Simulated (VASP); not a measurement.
# KBr (Fm-3m) in VASP: settings compared

The runs below take KBr through single point, with PBE, RPBE, revPBE.

All numbers are computed with VASP 6.6.1; they aren't measurements. Logs are shortened: lines on timing, memory, paths and dates and some standing lists are left out, and cuts for length are marked.

### Step 1. The cell of the first run

It takes space group Fm-3m (No. 225, cubic). Conventional cell: a = 6.600 Å, b = 6.600 Å, c = 6.600 Å, α = 90.00°, β = 90.00°, γ = 90.00°. Br (site symmetry m-3m) has 6 K at 3.30 Å within 4.3 Å. Within 4.3 Å of K (site symmetry m-3m) lie 6 Br at 3.30 Å.

### Step 2. Single point, PBE

File INCAR:

```
SYSTEM = KBr
ALGO     = Normal         ! electronic algorithm
EDIFF    = 1E-6           ! SCF threshold, eV
ENCUT    = 520            ! plane-wave cutoff, eV
GGA      = PE             ! functional
ISIF     = 2              ! what is computed and relaxed
ISMEAR   = 0              ! smearing method
LASPH    = .TRUE.         ! aspherical terms in the spheres
LCHARG   = .FALSE.        ! write CHGCAR
LREAL    = .FALSE.        ! projectors in reciprocal space
LWAVE    = .FALSE.        ! write WAVECAR
NBANDS   = 15             ! bands
NELM     = 80             ! most SCF steps
PREC     = Accurate       ! precision mode
SIGMA    = 0.012          ! smearing width, eV
```

File KPOINTS:

```
k-points
0
G
  7 7 7
  0 0 0
```

File POSCAR:

```
KBr
1.0
    0.0000000000      3.3000000000      3.3000000000
    3.3000000000      0.0000000000      3.3000000000
    3.3000000000      3.3000000000      0.0000000000
Br K
1 1
Direct
    0.5000000000      0.5000000000      0.5000000000
    0.0000000000      0.0000000000      0.0000000000
```

Potentials or basis: VASP PAW PBE potentials, release 64 (Br, K_sv).

Launch:

```bash
$ cat potpaw_PBE.64/Br/POTCAR potpaw_PBE.64/K_sv/POTCAR > POTCAR
$ mpirun -np 1 vasp_std > vasp.out
```

OUTCAR:

```text
SYSTEM = KBr
   EDIFF = 1E-6
   ENCUT = 520
   GGA = PE
   ISIF = 2
   ISMEAR = 0
   LASPH = .TRUE.
   LREAL = .FALSE.
   NELM = 80
   PREC = Accurate

 ion  position               nearest neighbor table
   1  0.500  0.500  0.500-   2 3.30   2 3.30   2 3.30   2 3.30   2 3.30   2 3.30
   2  0.000  0.000  0.000-   1 3.30   1 3.30   1 3.30   1 3.30   1 3.30   1 3.30

  LATTYP: Found a face centered cubic cell.
 ALAT       =     6.6000000000

  Lattice vectors:

 A1 = (   0.0000000000,   3.3000000000,   3.3000000000)
 A2 = (   3.3000000000,   0.0000000000,   3.3000000000)
 A3 = (   3.3000000000,   3.3000000000,   0.0000000000)

Analysis of symmetry for initial positions (statically):
=====================================================================
 Subroutine PRICEL returns:
 Original cell was already a primitive cell.

 Routine SETGRP: Setting up the symmetry group for a
 face centered cubic supercell.

 Subroutine GETGRP returns: Found 48 space group operations
 (whereof 48 operations were pure point group operations)
 out of a pool of 48 trial point group operations.

The static configuration has the point symmetry O_h .

Analysis of symmetry for dynamics (positions and initial velocities):
=====================================================================
 Subroutine PRICEL returns:
 Original cell was already a primitive cell.

 Routine SETGRP: Setting up the symmetry group for a
 face centered cubic supercell.

 Subroutine GETGRP returns: Found 48 space group operations
 (whereof 48 operations were pure point group operations)
 out of a pool of 48 trial point group operations.

The dynamic configuration has the point symmetry O_h .

 Subroutine INISYM returns: Found 48 space group operations
 (whereof 48 operations are pure point group operations),
 and found     1 'primitive' translations

----------------------------------------------------------------------------------------

                                     Primitive cell

  volume of cell :      71.8740

  direct lattice vectors                    reciprocal lattice vectors
     0.000000000  3.300000000  3.300000000    -0.151515152  0.151515152  0.151515152
     3.300000000  0.000000000  3.300000000     0.151515152 -0.151515152  0.151515152
     3.300000000  3.300000000  0.000000000     0.151515152  0.151515152 -0.151515152

  length of vectors
     4.666904756  4.666904756  4.666904756     0.262431941  0.262431941  0.262431941

  position of ions in fractional coordinates (direct lattice)
     0.500000000  0.500000000  0.500000000
     0.000000000  0.000000000  0.000000000

  ion indices of the primitive-cell ions
   primitive index   ion index
                 1           1
                 2           2

----------------------------------------------------------------------------------------

 KPOINTS: k-points

Automatic generation of k-mesh.
 Grid dimensions read from file:
 generate k-points for:    7    7    7

 Generating k-lattice:

  Cartesian coordinates                     Fractional coordinates (reciprocal lattice)
    -0.021645022  0.021645022  0.021645022     0.142857143  0.000000000  0.000000000
     0.021645022 -0.021645022  0.021645022     0.000000000  0.142857143  0.000000000
     0.021645022  0.021645022 -0.021645022     0.000000000  0.000000000  0.142857143

  Length of vectors
     0.037490277  0.037490277  0.037490277

  Shift w.r.t. Gamma in fractional coordinates (k-lattice)
     0.000000000  0.000000000  0.000000000

 Subroutine IBZKPT returns following result:
 ===========================================

 Found     20 irreducible k-points:

 Following reciprocal coordinates:
            Coordinates               Weight
  0.000000  0.000000  0.000000      1.000000
  0.142857  0.000000  0.000000      8.000000
  0.285714  0.000000  0.000000      8.000000
  0.428571  0.000000  0.000000      8.000000
  0.142857  0.142857  0.000000      6.000000
  0.285714  0.142857  0.000000     24.000000
[... 12 lines left out ...]
 -0.428571  0.428571  0.142857     24.000000
 -0.285714  0.428571  0.142857     24.000000
   k-points           NKPTS =     20   k-points in BZ     NKDIM =     20   number of bands    NBANDS=     15
   number of dos      NEDOS =    301   number of ions     NIONS =      2
   total plane-waves  NPLWV =  46656
   dimension x,y,z NGX =    36 NGY =   36 NGZ =   36
   dimension x,y,z NGXF=    72 NGYF=   72 NGZF=   72
   ions per type =               1   1
   NGX,Y,Z   is equivalent  to a cutoff of  12.82, 12.82, 12.82 a.u.
   NGXF,Y,Z  is equivalent  to a cutoff of  25.65, 25.65, 25.65 a.u.
 SYSTEM =  KBr
   PREC   = accura    normal or accurate (medium, high low for compatibility)
   ISTART =      0    job   : 0-new  1-cont  2-samecut
   ICHARG =      2    charge: 1-file 2-atom 10-const
   ISPIN  =      1    spin polarized calculation?
   LNONCOLLINEAR =      F non collinear calculations
   LSORBIT =      F    spin-orbit coupling
   LASPH  =      T    aspherical Exc in radial PAW
   ENCUT  =  520.0 eV  38.22 Ry    6.18 a.u.   8.68  8.68  8.68*2*pi/ulx,y,z
   NELM   =     80;   NELMIN=  2; NELMDL= -5     # of ELM steps
   EDIFF  = 0.1E-05   stopping-criterion for ELM
   LREAL  =      F    real-space projection
   EDIFFG = 0.1E-04   stopping-criterion for IOM
   NSW    =      0    number of steps for IOM
   IBRION =     -1    ionic relax: 0-MD 1-quasi-New 2-CG
   NFREE  =      0    steps in history (QN), initial steepest desc. (CG)
   ISIF   =      2    stress and relaxation
   ISYM   =      2    0-nonsym 1-usesym 2-fastsym
   POTIM  = 0.5000    time-step for ionic-motion
   TEBEG  =    0.0;   TEEND  =   0.0 temperature during run
   PSTRESS=    0.0 pullay stress
   NELECT =      16.0000    total number of electrons
   NUPDOWN=      -1.0000    fix difference up-down
   EMIN   =  10.00;   EMAX   =-10.00  energy-range for DOS
   EFERMI =   0.00;   METHOD = LEGACY
   ISMEAR =     0;   SIGMA  =   0.01  broadening in eV -4-tet -1-fermi 0-gaus
   EFERMI_NEDOS =   21; number of points for ismear=-14 and -15
   IALGO  =     38    algorithm
   IMIX   =      4    mixing-type and parameters
     AMIX     =   0.40;   BMIX     =  1.00
     AMIX_MAG =   1.60;   BMIX_MAG =  1.00
  volume/ion in A,a.u.               =      35.94       242.51
  Fermi-wavevector in a.u.,A,eV,Ry     =   0.992181  1.874950 13.393889  0.984423
  Thomas-Fermi vector in A             =   2.123975
   LORBIT       =      0    0 simple, 1 ext, 2 COOP (PROOUT), +10 PAW based schemes
   GGA     = PE    functional components
   LHFCALC =     F    Hartree Fock is set to
   AEXX    =    0.0000 exact exchange contribution
   IVDW    =     0    specifies the selected vdW correction
   LEPSILON=     F    determine dielectric tensor
   LRPA    =     F    only Hartree local field effects (RPA)
 non-spin polarized calculation
 Gauss-broadening in eV      SIGMA  =   0.01
  energy-cutoff  :      520.00
  volume of cell :       71.87
 maximum number of plane-waves:      1948
   NGX = 17   NGY = 17   NGZ = 17

 number of electron      15.9999997 magnetization

 Free energy of the ion-electron system (eV)
  ---------------------------------------------------
  ext. energy  EPLUGINS =         0.00000000
  ---------------------------------------------------
  free energy    TOTEN  =        -6.21508458 eV

  energy without entropy =       -6.21508458  energy(sigma->0) =       -6.21508458

 E-fermi :  -1.6585     XC(G=0):  -7.3706

 val. band max:       -1.7406308994   @ k =   0.0000   0.0000   0.0000
 cond. band min:       2.6932906658   @ k =   0.0000   0.0000   0.0000
 fundamental gap:      4.4339215652
 Fermi energy:        -1.6585455425

 k-point     1 :       0.0000    0.0000    0.0000
  band No.  band energies     occupation
      1     -29.5217      2.00000
      2     -14.0328      2.00000
      3     -12.9990      2.00000
      4     -12.9990      2.00000
      5     -12.9990      2.00000
      6      -1.7406      2.00000
      7      -1.7406      2.00000
      8      -1.7406      2.00000
      9       2.6933      0.00000
     10       5.8635      0.00000
     11       5.8635      0.00000
     12       5.8635      0.00000
     13       6.6868      0.00000
     14       6.6868      0.00000
     15       9.8617      0.00000

 k-point     2 :       0.1429    0.0000    0.0000
  band No.  band energies     occupation
      1     -29.5206      2.00000
      2     -14.0720      2.00000
      3     -13.0001      2.00000
      4     -13.0001      2.00000
      5     -12.9467      2.00000
      6      -2.0227      2.00000
      7      -1.8076      2.00000
      8      -1.8076      2.00000
      9       3.1931      0.00000
     10       5.7435      0.00000
     11       6.1040      0.00000
     12       6.1040      0.00000
     13       6.9518      0.00000
     14       6.9518      0.00000
     15      10.5615      0.00000

 k-point     3 :       0.2857    0.0000    0.0000
  band No.  band energies     occupation
      1     -29.5183      2.00000
      2     -14.1492      2.00000
      3     -13.0024      2.00000
      4     -13.0024      2.00000
      5     -12.8395      2.00000
      6      -2.5347      2.00000
      7      -1.9504      2.00000
      8      -1.9504      2.00000
      9       4.1872      0.00000
     10       5.8190      0.00000
     11       6.7643      0.00000
     12       6.7643      0.00000
     13       7.6644      0.00000
     14       7.6644      0.00000
     15      10.1477      0.00000

 k-point     4 :       0.4286    0.0000    0.0000
  band No.  band energies     occupation
      1     -29.5164      2.00000
      2     -14.2032      2.00000
      3     -13.0043      2.00000
      4     -13.0043      2.00000
      5     -12.7608      2.00000
      6      -2.8734      2.00000
      7      -2.0581      2.00000
      8      -2.0581      2.00000
      9       4.7808      0.00000
     10       6.3697      0.00000
     11       7.6932      0.00000
     12       7.6932      0.00000
     13       8.3586      0.00000
     14       8.3586      0.00000
     15       9.2811      0.00000
[... 235 lines left out ...]
 k-point    18 :      -0.4286    0.2857    0.1429
  band No.  band energies     occupation
      1     -29.5153      2.00000
      2     -14.1091      2.00000
      3     -13.0394      2.00000
      4     -13.0220      2.00000
      5     -12.8527      2.00000
      6      -2.6438      2.00000
      7      -2.2048      2.00000
      8      -2.1019      2.00000
      9       5.2783      0.00000
     10       5.8291      0.00000
     11       6.9599      0.00000
     12       7.7307      0.00000
     13       8.2588      0.00000
     14       8.6074      0.00000
     15       9.3208      0.00000

 k-point    19 :      -0.4286    0.4286    0.1429
  band No.  band energies     occupation
      1     -29.5147      2.00000
      2     -14.0198      2.00000
      3     -13.0600      2.00000
      4     -13.0431      2.00000
      5     -12.9401      2.00000
      6      -2.5187      2.00000
      7      -2.1494      2.00000
      8      -2.1381      2.00000
      9       4.7199      0.00000
     10       5.8526      0.00000
     11       6.8717      0.00000
     12       7.8358      0.00000
     13       8.0428      0.00000
     14       8.8695      0.00000
     15       9.3651      0.00000

 k-point    20 :      -0.2857    0.4286    0.1429
  band No.  band energies     occupation
      1     -29.5145      2.00000
      2     -14.0469      2.00000
      3     -13.0657      2.00000
      4     -13.0420      2.00000
      5     -12.8976      2.00000
      6      -2.4147      2.00000
      7      -2.3662      2.00000
      8      -2.1588      2.00000
      9       5.3125      0.00000
     10       6.0447      0.00000
     11       6.5910      0.00000
     12       7.3080      0.00000
     13       8.7308      0.00000
     14       8.7450      0.00000
     15       9.5373      0.00000

------------------------ aborting loop because EDIFF is reached ----------------------------------------

  FORCE on cell =-STRESS in cart. coord.  units (eV):
  Direction    XX          YY          ZZ          XY          YZ          ZX
  --------------------------------------------------------------------------------------
  -------------------------------------------------------------------------------------
  Total        0.3387944      0.3387944      0.3387944      0.0000000     -0.0000000      0.0000000
  in kB        7.5522262      7.5522262      7.5522262      0.0000000     -0.0000000      0.0000000
  external PRESSURE =       7.5522262 kB  Pullay stress =       0.0000000 kB

 VOLUME and BASIS-vectors are now :
 -----------------------------------------------------------------------------
  energy-cutoff  :      520.00
  volume of cell :       71.87
      direct lattice vectors                 reciprocal lattice vectors
     0.000000000  3.300000000  3.300000000    -0.151515152  0.151515152  0.151515152
     3.300000000  0.000000000  3.300000000     0.151515152 -0.151515152  0.151515152
     3.300000000  3.300000000  0.000000000     0.151515152  0.151515152 -0.151515152

 POSITION                                       TOTAL-FORCE (eV/Angst)
 -----------------------------------------------------------------------------------
      3.30000      3.30000      3.30000         0.000000      0.000000      0.000000
      0.00000      0.00000      0.00000         0.000000      0.000000     -0.000000
 -----------------------------------------------------------------------------------
    total drift:                                0.000000      0.000000      0.000000

  FREE ENERGIE OF THE ION-ELECTRON SYSTEM (eV)
  ---------------------------------------------------
  free  energy   TOTEN  =        -6.2150845752 eV

  energy  without entropy=       -6.2150845752  energy(sigma->0) =       -6.21508458
```

It took 8.5 s on 1 thread of Intel Xeon 6975P-C (Granite Rapids), shared host; peak memory 0.21 GiB.

What came out:

| Item | Value |
| --- | --- |
| Free energy | -6.2151 eV |
| Pressure | 0.8 GPa |
| Band gap on the k mesh | 4.43 eV, direct |

### Step 3. Single point, RPBE

File INCAR:

```
ALGO     = Normal         # electronic algorithm
EDIFF    = 1E-6           # SCF threshold, eV
ENCUT    = 520            # plane-wave cutoff, eV
GGA      = RP             # functional
ISIF     = 2              # what is computed and relaxed
ISMEAR   = -1             # smearing method
LASPH    = True           # aspherical terms in the spheres
LCHARG   = True           # write CHGCAR
LELF     = True           # ELF
LREAL    = False          # projectors in reciprocal space
LVHAR    = True         
LWAVE    = False          # write WAVECAR
NBANDS   = 15             # bands
NELM     = 80             # most SCF steps
PREC     = Accurate       # precision mode
SIGMA    = 0.05           # smearing width, eV
```

File KPOINTS:

```
k-points
0
Gamma
  7 7 7
```

POSCAR is that of step 2.

Potentials or basis: VASP PAW PBE potentials, release 64 (Br, K_sv).

Launch:

```bash
$ cat potpaw_PBE.64/Br/POTCAR potpaw_PBE.64/K_sv/POTCAR > POTCAR
$ mpirun -np 1 vasp_std > vasp.out
```

Wall time 9.1 s (1 thread of Intel Xeon 6975P-C (Granite Rapids), shared host); peak memory 0.21 GiB.

The run converged. Its results:

* Free energy: -5.8595 eV
* Pressure: 2.2 GPa
* Band gap on the k mesh: 4.77 eV, direct

Levels at points of the mesh, in eV from the valence-band top:
```csv
k point,band 4,band 5,band 6,band 7,band 8,band 9,band 10,band 11,band 12,band 13
"(0.00, 0.00, 0.00)",-11.33,-11.33,0.00,0.00,0.00,4.77,7.79,7.79,7.79,8.55
```

Caveat: the PAW data sets were made with another functional, which shifts forces and pressure a little. A k mesh can miss the band edges.

### Step 4. Single point, revPBE

File INCAR:

```
SYSTEM = KBr
PREC = Accurate
ENCUT = 520
EDIFF = 1E-7
ISMEAR = -1
SIGMA = 0.05
LREAL = .False.
LASPH = .True.
NELM = 60
ALGO = Normal
ISIF = 2
LWAVE = .False.
LCHARG = .False.
GGA = RE
NBANDS = 15
```

File KPOINTS:

```
Automatic mesh
0
Gamma
  7 7 7
  0 0 0
```

POSCAR is that of step 3.

Launch:

```bash
$ cat potpaw_PBE.64/Br/POTCAR potpaw_PBE.64/K_sv/POTCAR > POTCAR
$ mpirun -np 1 vasp_std > vasp.out
```

It took 9.6 s on 1 thread of Intel Xeon 6975P-C (Granite Rapids), shared host; peak memory 0.21 GiB.

The run converged. Its results:

| Quantity | Value |
| --- | --- |
| Free energy | -5.8663 eV |
| Pressure | 1.9 GPa |
| Band gap on the k mesh | 4.72 eV, direct |

Levels at points of the mesh, in eV from the valence-band top:
```
           k point  band 6  band 7  band 8  band 9  band 10  band 11
(0.00, 0.00, 0.00)    0.00    0.00    0.00    4.72     7.77     7.77
```

Caveat: the PAW data sets were made with another functional, which shifts forces and pressure a little.

### Step 5. Single point, PBE

File INCAR:

```
SYSTEM = KBr
ALGO = Normal ; EDIFF = 1E-7
ENCUT = 520 ; GGA = PE
ISIF = 2 ; ISMEAR = 0
LASPH = .TRUE. ; LCHARG = .FALSE.
LREAL = .FALSE. ; LWAVE = .FALSE.
NBANDS = 15 ; NELM = 80
PREC = Accurate ; SIGMA = 0.013000000000000001
```

File KPOINTS:

```
k-points
0
G
  7 7 7
  0 0 0
```

POSCAR is that of step 4.

Launch:

```bash
$ cat potpaw_PBE.64/Br/POTCAR potpaw_PBE.64/K_sv/POTCAR > POTCAR
$ mpirun -np 1 vasp_std > vasp.out
```

It took 8.6 s on 1 thread of Intel Xeon 6975P-C (Granite Rapids), shared host; peak memory 0.21 GiB.

It converged, with:

| Item | Value |
| --- | --- |
| Free energy | -6.2151 eV |
| Pressure | 0.8 GPa |
| Band gap on the k mesh | 4.43 eV, direct |

Levels at points of the mesh, in eV from the valence-band top:
```csv
k point,band 4,band 5,band 6,band 7,band 8,band 9,band 10,band 11,band 12,band 13
"(0.00, 0.00, 0.00)",-11.26,-11.26,0.00,0.00,0.00,4.43,7.60,7.60,7.60,8.43
```

A k mesh can miss the band edges. As with any semilocal functional, this PBE gap is likely too small.

### Step 6. Single point, PBE

File INCAR:

```
SYSTEM = KBr
PREC = Accurate
ENCUT = 520
EDIFF = 1E-7
ISMEAR = 0
SIGMA = 0.014
LREAL = .False.
LASPH = .True.
NELM = 80
ALGO = Normal
ISIF = 2
LWAVE = .False.
LCHARG = .False.
GGA = PE
NBANDS = 15
```

File KPOINTS:

```
Automatic mesh
0
Gamma
  7 7 7
  0 0 0
```

POSCAR is that of step 5.

Potentials or basis: VASP PAW PBE potentials, release 64 (Br, K_sv).

Launch:

```bash
$ cat potpaw_PBE.64/Br/POTCAR potpaw_PBE.64/K_sv/POTCAR > POTCAR
$ mpirun -np 1 vasp_std > vasp.out
```

It took 8.7 s on 1 thread of Intel Xeon 6975P-C (Granite Rapids), shared host; peak memory 0.21 GiB.

It converged, with:

- Free energy: -6.2151 eV
- Pressure: 0.8 GPa
- Band gap on the k mesh: 4.43 eV, direct

Levels at points of the mesh, in eV from the valence-band top:
| k point | band 4 | band 5 | band 6 | band 7 | band 8 | band 9 | band 10 | band 11 | band 12 | band 13 |
| --- | --- | --- | --- | --- | --- | --- | --- | --- | --- | --- |
| (0.00, 0.00, 0.00) | -11.26 | -11.26 | 0.00 | 0.00 | 0.00 | 4.43 | 7.60 | 7.60 | 7.60 | 8.43 |

### Step 7. Overview

| level | smearing | gap on the mesh (eV) | pressure (GPa) |
| --- | --- | --- | --- |
| PBE | gaussian 0.012 eV | 4.43 | 0.8 |
| RPBE | fermi-dirac 0.05 eV | 4.77 | 2.2 |
| revPBE | fermi-dirac 0.05 eV | 4.72 | 1.9 |
| PBE | gaussian 0.013 eV | 4.43 | 0.8 |
| PBE | gaussian 0.014 eV | 4.43 | 0.8 |

Alike in all rows: task single point; potentials or basis VASP PAW PBE potentials, release 64 (Br, K_sv); no spin polarisation; cell as given; k mesh 7 × 7 × 7; cutoff (eV) 520.

On the cell as given the gap runs from 4.43 eV (PBE) to 4.77 eV (RPBE). The pressure there spans 0.8 GPa (PBE) to 2.2 GPa (RPBE); a positive pressure means that this level wants a larger cell, a negative one a smaller.

Caveats: the PAW data sets were made with another functional, which shifts forces and pressure a little (some runs).

Total energies depend on the potentials used, so only differences within one code and one set of settings carry meaning.
